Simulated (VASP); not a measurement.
**Zr2HS4: single point with PBE+D3(BJ)**

Zr2HS4, a slab with vacuum:

```xyz
14
Lattice="7.2977 0.0000 0.0000 -3.6488 6.3200 0.0000 0.0000 0.0000 20.9172" Properties=species:S:1:pos:R:3 pbc="T T T"
S     1.8244    1.0533    4.0000
S     0.0000    4.2133    4.0000
S     5.4733    1.0533    4.0000
S     3.6488    4.2133    4.0000
S     0.0000    2.1067    6.9172
S    -1.8244    5.2666    6.9172
S     3.6488    2.1067    6.9172
S     1.8244    5.2666    6.9172
Zr    0.0000    0.0000    5.4586
Zr   -1.8244    3.1600    5.4586
Zr    3.6488    0.0000    5.4586
Zr    1.8244    3.1600    5.4586
H     0.0000    4.9416    7.3672
H     0.0000    5.5916    7.3672
```

```json
{"Program": "VASP 6.6.1", "Task": "single point", "Functional": "PBE", "Dispersion": "D3(BJ)", "Potentials or basis": "VASP PAW PBE potentials, release 64 (S, Zr_sv, H)", "Cutoff": "400 eV", "k mesh": "6 × 6 × 1", "Occupations": "gaussian, width 0.05 eV", "Spin": "no spin polarisation"}
```

The largest force is 6.058 eV/Å. The band gap on the k mesh is 0.43 eV (least direct gap 0.75 eV) and the dispersion energy per atom is -0.224 eV.

Forces in eV/Å, atoms in the order of the input:
```
S    0.142 -0.074  0.035
S    0.000  0.034 -0.046
S   -0.142 -0.074  0.035
S    0.000 -0.059 -0.102
S    0.000  0.006  0.280
S   -3.641 -0.573 -0.719
S    0.000 -0.109  0.146
S    3.641 -0.573 -0.719
Zr   0.000 -0.091 -0.205
Zr  -0.203  0.309 -0.156
Zr   0.000  0.350 -0.747
Zr   0.203  0.309 -0.156
H    0.000 -5.281  0.698
H    0.000  5.828  1.654
```

Levels at points of the mesh, in eV from the valence-band top:
```csv
k point,band 45,band 46,band 47,band 48,band 49,band 50,band 51,band 52,band 53,band 54
"(0.00, 0.00, 0.00)",-1.59,-1.56,-0.74,-0.67,-0.50,0.43,0.48,0.77,1.09,1.36
"(0.50, 0.00, 0.00)",-1.60,-1.49,-1.20,-1.18,0.00,0.84,0.95,1.57,1.71,1.99
"(0.00, 0.50, 0.00)",-1.68,-1.44,-1.28,-1.14,-0.43,0.91,1.11,1.56,1.69,2.12
```

Wall time 21 min on 1 thread of Intel(R) Xeon(R) Platinum 8124M CPU @ 3.00GHz (Skylake/Cascade Lake), on a shared host, peak memory 0.89 GiB.
